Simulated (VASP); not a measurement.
A run of VASP 6.6.1 is set up as follows.

The input INCAR:

```
ALGO     = Normal         # electronic algorithm
EDIFF    = 1E-6           # SCF threshold, eV
ENCUT    = 520            # plane-wave cutoff, eV
ISIF     = 2              # what is computed and relaxed
ISMEAR   = -1             # smearing method
LASPH    = T              # aspherical terms in the spheres
LCHARG   = F              # write CHGCAR
LREAL    = F              # projectors in reciprocal space
LWAVE    = F              # write WAVECAR
NBANDS   = 19             # bands
NELM     = 100            # most SCF steps
PREC     = Accurate       # precision mode
SIGMA    = 0.05           # smearing width, eV
```

Contents of KPOINTS:

```
k-points
0
Gamma
  10 10 5
```

Contents of POSCAR:

```
Cd
1.0
    2.9588769815      0.0000000000      0.0000000000
   -1.4794384907      2.5624626327      0.0000000000
    0.0000000000      0.0000000000      5.5799465150
Cd
2
Direct
    0.6666666667      0.3333333333      0.7500000000
    0.3333333333      0.6666666667      0.2500000000
```

Potentials or basis: VASP PAW LDA potentials, release 64 (Cd).

Command:

```sh
$ cat potpaw_LDA.64/Cd/POTCAR > POTCAR
$ mpirun -np 1 vasp_std > vasp.out
```

Q: Predict the band gap on the k mesh.

A: Zero (band 12 reaches 3.90 eV, above the bottom of band 13 at -0.18 eV).

Q: What does it give for the pressure?

A: -2.9 GPa.

Stress tensor (GPa, compression positive):
```
-2.86  0.00  0.00
 0.00 -2.86  0.00
 0.00  0.00 -2.98
```
